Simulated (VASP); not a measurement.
Input of a VASP 6.6.1 run:

INCAR

```
  ALGO = Normal
  EDIFF = 1E-6
  ENCUT = 520
  GGA = PE
  ISIF = 2
  ISMEAR = 0
  LASPH = T
  LCHARG = F
  LREAL = F
  LWAVE = F
  NBANDS = 44
  NELM = 100
  PREC = Accurate
  SIGMA = 0.02
```

KPOINTS

```
k-points
0
Gamma
  12 12 2
```

Contents of POSCAR:

```
Hf2ZrSe6
1.0
    3.7813747520      0.0000000000      0.0000000000
   -1.8906873760      3.2747665965      0.0000000000
    0.0000000000      0.0000000000     20.9900525388
Zr Hf Se
1 2 6
Direct
    0.0000000000      0.0000000000      0.0000000000
    0.0000000000      0.0000000000      0.3320958517
    0.0000000000      0.0000000000      0.6679041483
    0.6666666667      0.3333333333      0.2571815154
    0.6666666667      0.3333333333      0.5929893348
    0.6666666667      0.3333333333      0.9242054125
    0.3333333333      0.6666666667      0.0757945875
    0.3333333333      0.6666666667      0.4070106652
    0.3333333333      0.6666666667      0.7428184846
```

Potentials or basis: VASP PAW PBE potentials, release 64 (Zr_sv, Hf_pv, Se).

Launch:

```bash
$ cat potpaw_PBE.64/Zr_sv/POTCAR potpaw_PBE.64/Hf_pv/POTCAR potpaw_PBE.64/Se/POTCAR > POTCAR
$ mpirun -np 1 vasp_std > vasp.out
```

What does it give for the band gap on the k mesh?

0.43 eV (least direct gap 1.11 eV).

Estimate the largest force.

0.048 eV/Å.

Predict the pressure.

-0.2 GPa.

Forces on the atoms (eV/Å):
```
Zr   0.000  0.000  0.000
Hf   0.000  0.000  0.000
Hf   0.000  0.000  0.000
Se   0.000  0.000  0.048
Se   0.000  0.000  0.048
Se   0.000  0.000 -0.015
Se   0.000  0.000  0.015
Se   0.000  0.000 -0.048
Se   0.000  0.000 -0.048
```

Caveat: spin-orbit coupling is left out, which moves the levels of the heavy elements; this functional lacks dispersion, which binds the layers, so the pressure and a relaxed spacing across them are unreliable. A k mesh can miss the band edges.
